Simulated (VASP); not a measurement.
# Cr (P6_3/mmc) in VASP: notebook

The runs below take Cr through single point, with revPBE.

Everything below comes from runs of VASP 6.6.1. Logs are shortened: lines on timing, memory, paths and dates and some standing lists are left out, and cuts for length are marked.

## Step 1: The cell of the first run

The structure is hexagonal, space group P6_3/mmc (No. 194). Conventional cell: a = 2.464 Å, b = 2.464 Å, c = 4.419 Å, α = 90.00°, β = 90.00°, γ = 120.00°. Within 3.3 Å of Cr (site symmetry -6m2) lie 12 Cr at 2.46 to 2.63 Å.

## Step 2: Single point, revPBE, collinear spin, ferromagnetic start (volume scaled by 0.96)

INCAR reads:

```
PREC     = Accurate       # precision mode
ENCUT    = 520            # plane-wave cutoff, eV
EDIFF    = 1E-7           # SCF threshold, eV
ISMEAR   = -1             # smearing method
SIGMA    = 0.05           # smearing width, eV
LREAL    = False          # projectors in reciprocal space
LASPH    = True           # aspherical terms in the spheres
NELM     = 150            # most SCF steps
ALGO     = Normal         # electronic algorithm
ISIF     = 2              # what is computed and relaxed
LWAVE    = False          # write WAVECAR
LCHARG   = True           # write CHGCAR
ISPIN    = 2              # spin polarisation
MAGMOM   = 1.5 1.5        # initial moments
LORBIT   = 11             # projections on sites
LMAXMIX  = 4              # l up to which the mixer works
GGA      = RE             # functional
LELF     = True           # ELF
LVHAR    = True         
NBANDS   = 23             # bands
```

KPOINTS reads:

```
regular mesh
0
Gamma
  16 16 8
```

POSCAR reads:

```
Cr
1.0
    2.4642049477      0.0000000000      0.0000000000
   -1.2321024738      2.1340640848      0.0000000000
    0.0000000000      0.0000000000      4.4186658796
Cr
2
Direct
    0.3333333333      0.6666666667      0.2500000000
    0.6666666667      0.3333333333      0.7500000000
```

Potentials or basis: VASP PAW PBE potentials, release 64 (Cr_pv).

The run is started by

```sh
cat potpaw_PBE.64/Cr_pv/POTCAR > POTCAR
mpirun -np 1 vasp_std > vasp.out
```

OUTCAR:

```text
PREC = Accurate
   ENCUT = 520
   EDIFF = 1E-7
   ISMEAR = -1
   LREAL = False
   LASPH = True
   NELM = 150
   ISIF = 2
   ISPIN = 2
   LORBIT = 11
   GGA = RE

 ion  position               nearest neighbor table
   1  0.333  0.667  0.250-   2 2.63   2 2.63   2 2.63   2 2.63   2 2.63   2 2.63
   2  0.667  0.333  0.750-   1 2.63   1 2.63   1 2.63   1 2.63   1 2.63   1 2.63

  LATTYP: Found a hexagonal cell.
 ALAT       =     2.4642049477
 C/A-ratio  =     1.7931405761

  Lattice vectors:

 A1 = (   2.4642049477,   0.0000000000,   0.0000000000)
 A2 = (  -1.2321024738,   2.1340640848,   0.0000000000)
 A3 = (   0.0000000000,   0.0000000000,   4.4186658796)

Analysis of symmetry for initial positions (statically):
=====================================================================
 Subroutine PRICEL returns:
 Original cell was already a primitive cell.

 Routine SETGRP: Setting up the symmetry group for a
 hexagonal supercell.

 Subroutine GETGRP returns: Found 24 space group operations
 (whereof 12 operations were pure point group operations)
 out of a pool of 24 trial point group operations.

The static configuration has the point symmetry D_3d.
 The point group associated with its full space group is D_6h.

Analysis of symmetry for dynamics (positions and initial velocities):
=====================================================================
 Subroutine PRICEL returns:
 Original cell was already a primitive cell.

 Routine SETGRP: Setting up the symmetry group for a
 hexagonal supercell.

 Subroutine GETGRP returns: Found 24 space group operations
 (whereof 12 operations were pure point group operations)
 out of a pool of 24 trial point group operations.

The dynamic configuration has the point symmetry D_3d.
 The point group associated with its full space group is D_6h.

Analysis of structural, dynamic, and magnetic symmetry:
=====================================================================
 Subroutine PRICEL returns:
 Original cell was already a primitive cell.

 Routine SETGRP: Setting up the symmetry group for a
 hexagonal supercell.

 Subroutine GETGRP returns: Found 24 space group operations
 (whereof 12 operations were pure point group operations)
 out of a pool of 24 trial point group operations.

The overall configuration has the point symmetry D_3d.
 The point group associated with its full space group is D_6h.

 Subroutine INISYM returns: Found 24 space group operations
 (whereof 12 operations are pure point group operations),
 and found     1 'primitive' translations

----------------------------------------------------------------------------------------

                                     Primitive cell

  volume of cell :      23.2368

  direct lattice vectors                    reciprocal lattice vectors
     2.464204948  0.000000000  0.000000000     0.405810402  0.234294745  0.000000000
    -1.232102474  2.134064085  0.000000000     0.000000000  0.468589489  0.000000000
     0.000000000  0.000000000  4.418665880     0.000000000  0.000000000  0.226312653

  length of vectors
     2.464204948  2.464204948  4.418665880     0.468589489  0.468589489  0.226312653

  position of ions in fractional coordinates (direct lattice)
     0.333333333  0.666666667  0.250000000
     0.666666667  0.333333333  0.750000000

  ion indices of the primitive-cell ions
   primitive index   ion index
                 1           1
                 2           2

----------------------------------------------------------------------------------------

 KPOINTS: regular mesh

Automatic generation of k-mesh.
 Grid dimensions read from file:
 generate k-points for:   16   16    8

 Generating k-lattice:

  Cartesian coordinates                     Fractional coordinates (reciprocal lattice)
     0.025363150  0.014643422  0.000000000     0.062500000  0.000000000  0.000000000
     0.000000000  0.029286843  0.000000000     0.000000000  0.062500000  0.000000000
     0.000000000  0.000000000  0.028289082     0.000000000  0.000000000  0.125000000

  Length of vectors
     0.029286843  0.029286843  0.028289082

  Shift w.r.t. Gamma in fractional coordinates (k-lattice)
     0.000000000  0.000000000  0.000000000

 Subroutine IBZKPT returns following result:
 ===========================================

 Found    150 irreducible k-points:

 Following reciprocal coordinates:
            Coordinates               Weight
  0.000000  0.000000  0.000000      1.000000
  0.062500 -0.000000  0.000000      6.000000
  0.125000 -0.000000  0.000000      6.000000
  0.187500 -0.000000  0.000000      6.000000
  0.250000 -0.000000  0.000000      6.000000
  0.312500  0.000000  0.000000      6.000000
[... 16 lines left out ...]
  0.187500  0.187500  0.000000      6.000000
  0.250000  0.187500  0.000000     12.000000
 [... further k-points ...]
   k-points           NKPTS =    150   k-points in BZ     NKDIM =    150   number of bands    NBANDS=     23
   number of dos      NEDOS =    301   number of ions     NIONS =      2
   total plane-waves  NPLWV =  11664
   dimension x,y,z NGX =    18 NGY =   18 NGZ =   36
   dimension x,y,z NGXF=    36 NGYF=   36 NGZF=   72
   ions per type =               2
   NGX,Y,Z   is equivalent  to a cutoff of  12.14, 12.14, 13.54 a.u.
   NGXF,Y,Z  is equivalent  to a cutoff of  24.29, 24.29, 27.09 a.u.
 SYSTEM =  unknown system
   PREC   = accura    normal or accurate (medium, high low for compatibility)
   ISTART =      0    job   : 0-new  1-cont  2-samecut
   ICHARG =      2    charge: 1-file 2-atom 10-const
   ISPIN  =      2    spin polarized calculation?
   LNONCOLLINEAR =      F non collinear calculations
   LSORBIT =      F    spin-orbit coupling
   LASPH  =      T    aspherical Exc in radial PAW
   ENCUT  =  520.0 eV  38.22 Ry    6.18 a.u.   4.58  4.58  8.22*2*pi/ulx,y,z
   NELM   =    150;   NELMIN=  2; NELMDL= -5     # of ELM steps
   EDIFF  = 0.1E-06   stopping-criterion for ELM
   LREAL  =      F    real-space projection
   EDIFFG = 0.1E-05   stopping-criterion for IOM
   NSW    =      0    number of steps for IOM
   IBRION =     -1    ionic relax: 0-MD 1-quasi-New 2-CG
   NFREE  =      0    steps in history (QN), initial steepest desc. (CG)
   ISIF   =      2    stress and relaxation
   ISYM   =      2    0-nonsym 1-usesym 2-fastsym
   POTIM  = 0.5000    time-step for ionic-motion
   TEBEG  =    0.0;   TEEND  =   0.0 temperature during run
   PSTRESS=    0.0 pullay stress
   NELECT =      24.0000    total number of electrons
   NUPDOWN=      -1.0000    fix difference up-down
   EMIN   =  10.00;   EMAX   =-10.00  energy-range for DOS
   EFERMI =   0.00;   METHOD = LEGACY
   ISMEAR =    -1;   SIGMA  =   0.05  broadening in eV -4-tet -1-fermi 0-gaus
   EFERMI_NEDOS =   21; number of points for ismear=-14 and -15
   IALGO  =     38    algorithm
   IMIX   =      4    mixing-type and parameters
     AMIX     =   0.40;   BMIX     =  1.00
     AMIX_MAG =   1.60;   BMIX_MAG =  1.00
  volume/ion in A,a.u.               =      11.62        78.40
  Fermi-wavevector in a.u.,A,eV,Ry     =   1.654830  3.127176 37.259050  2.738463
  Thomas-Fermi vector in A             =   2.743030
   LORBIT       =     11    0 simple, 1 ext, 2 COOP (PROOUT), +10 PAW based schemes
   GGA     = RE    functional components
   LHFCALC =     F    Hartree Fock is set to
   AEXX    =    0.0000 exact exchange contribution
   IVDW    =     0    specifies the selected vdW correction
   LEPSILON=     F    determine dielectric tensor
   LRPA    =     F    only Hartree local field effects (RPA)
 spin polarized calculation
  energy-cutoff  :      520.00
  volume of cell :       23.24
 maximum number of plane-waves:       647
   NGX =  9   NGY =  9   NGZ = 17

 number of electron      23.9999995 magnetization       0.0002168

 Free energy of the ion-electron system (eV)
  ---------------------------------------------------
  ext. energy  EPLUGINS =         0.00000000
  ---------------------------------------------------
  free energy    TOTEN  =       -17.38817802 eV

  energy without entropy =      -17.36095612  energy(sigma->0) =      -17.37456707

 E-fermi :  10.8128     XC(G=0): -13.5316

 val. band max:       10.8053607346   @ k =   0.3125   0.2500   0.1250
 cond. band min:      10.8150668504   @ k =   0.3750   0.1250   0.1250
 fundamental gap:      0.0097061158
 Fermi energy:        10.8128093215

 spin component 1

 k-point     1 :       0.0000    0.0000    0.0000
  band No.  band energies     occupation
      1     -32.5179      1.00000
      2     -31.8037      1.00000
      3     -31.6312      1.00000
      4     -31.6312      1.00000
      5     -31.5640      1.00000
      6     -31.5640      1.00000
[... 15 lines left out ...]
     22      30.9201      0.00000
     23      31.1399      0.00000
[... 575 lines left out ...]
      1     -32.3215      1.00000
      2     -32.2776      1.00000
      3     -32.1986      1.00000
      4     -31.9264      1.00000
      5     -31.8750      1.00000
      6     -31.8435      1.00000
[... 15 lines left out ...]
     22      23.2391      0.00000
     23      24.5769      0.00000

 [... further k-points ...]

 spin component 2

 k-point     1 :       0.0000    0.0000    0.0000
  band No.  band energies     occupation
      1     -32.5178      1.00000
      2     -31.8036      1.00000
      3     -31.6311      1.00000
      4     -31.6311      1.00000
      5     -31.5639      1.00000
      6     -31.5639      1.00000
[... 15 lines left out ...]
     22      30.9201      0.00000
     23      31.1400      0.00000
[... 575 lines left out ...]
      1     -32.3214      1.00000
      2     -32.2775      1.00000
      3     -32.1985      1.00000
      4     -31.9263      1.00000
      5     -31.8749      1.00000
      6     -31.8434      1.00000
[... 15 lines left out ...]
     22      23.2391      0.00000
     23      24.5770      0.00000

 [... further k-points ...]

------------------------ aborting loop because EDIFF is reached ----------------------------------------

  FORCE on cell =-STRESS in cart. coord.  units (eV):
  Direction    XX          YY          ZZ          XY          YZ          ZX
  --------------------------------------------------------------------------------------
  -------------------------------------------------------------------------------------
  Total        1.4630195      1.4630195      1.2684778      0.0000000     -0.0000000      0.0000000
  in kB      100.8753990    100.8753990     87.4617194      0.0000000     -0.0000000      0.0000000
  external PRESSURE =      96.4041725 kB  Pullay stress =       0.0000000 kB

 VOLUME and BASIS-vectors are now :
 -----------------------------------------------------------------------------
  energy-cutoff  :      520.00
  volume of cell :       23.24
      direct lattice vectors                 reciprocal lattice vectors
     2.464204948  0.000000000  0.000000000     0.405810402  0.234294745  0.000000000
    -1.232102474  2.134064085  0.000000000     0.000000000  0.468589489  0.000000000
     0.000000000  0.000000000  4.418665880     0.000000000  0.000000000  0.226312653

 POSITION                                       TOTAL-FORCE (eV/Angst)
 -----------------------------------------------------------------------------------
     -0.00000      1.42271      1.10467         0.000000      0.000000      0.000000
      1.23210      0.71135      3.31400        -0.000000     -0.000000      0.000000
 -----------------------------------------------------------------------------------
    total drift:                               -0.000000      0.000000     -0.000000

  FREE ENERGIE OF THE ION-ELECTRON SYSTEM (eV)
  ---------------------------------------------------
  free  energy   TOTEN  =       -17.3881780176 eV

  energy  without entropy=      -17.3609561242  energy(sigma->0) =      -17.37456707

 total charge

# of ion       s       p       d       tot
------------------------------------------
    1        0.462   6.386   4.235  11.083
    2        0.462   6.386   4.235  11.083
--------------------------------------------------
tot          0.923  12.772   8.470  22.166

 magnetization (x)

# of ion       s       p       d       tot
------------------------------------------
    1        0.000   0.000   0.000   0.000
    2        0.000   0.000   0.000   0.000
--------------------------------------------------
tot          0.000   0.000   0.000   0.000
```

It took 63 s on 1 thread of Intel Xeon 6975P-C (Granite Rapids), shared host; peak memory 0.22 GiB.

What came out:

| Property | Result |
| --- | --- |
| Free energy | -17.3882 eV |
| Pressure | 9.6 GPa |
| Band gap on the k mesh | zero (filled and empty bands overlap) |
| Net moment | 0.00 μB per cell |
| Valence electrons inside the program's atomic spheres | Cr 11.08 |

Stress tensor (GPa, compression positive):
```
10.09  0.00  0.00
 0.00 10.09  0.00
 0.00  0.00  8.75
```

Levels at points of the mesh, in eV from the Fermi level:
Spin up:
```tsv
k point	band 8	band 9	band 10	band 11	band 12	band 13	band 14	band 15	band 16	band 17
(0.00, 0.00, 0.00)	-4.15	-1.28	-0.37	-0.37	-0.27	-0.03	-0.03	1.12	1.12	2.26
(0.50, 0.00, 0.00)	-3.54	-3.51	-0.98	-0.59	-0.31	-0.14	2.36	2.91	3.04	4.21
(0.00, 0.00, 0.50)	-5.69	-1.68	-1.68	-0.34	-0.34	-0.34	-0.34	1.85	1.85	1.85
(0.50, 0.00, 0.50)	-4.03	-2.56	-2.56	0.97	0.97	1.32	1.32	2.98	2.98	3.55
```
Spin down:
| k point | band 10 | band 11 | band 12 | band 13 | band 14 | band 15 |
| --- | --- | --- | --- | --- | --- | --- |
| (0.00, 0.00, 0.00) | -0.37 | -0.37 | -0.27 | -0.03 | -0.03 | 1.12 |
| (0.50, 0.00, 0.00) | -0.98 | -0.59 | -0.31 | -0.14 | 2.36 | 2.91 |
| (0.00, 0.00, 0.50) | -1.68 | -0.34 | -0.34 | -0.34 | -0.34 | 1.85 |
| (0.50, 0.00, 0.50) | -2.56 | 0.97 | 0.97 | 1.32 | 1.32 | 2.98 |

Caveat: the starting moments collapsed, and a magnetic state may lie lower; the PAW data sets were made with another functional, which shifts forces and pressure a little.

(Continued in part 2 of 2.)
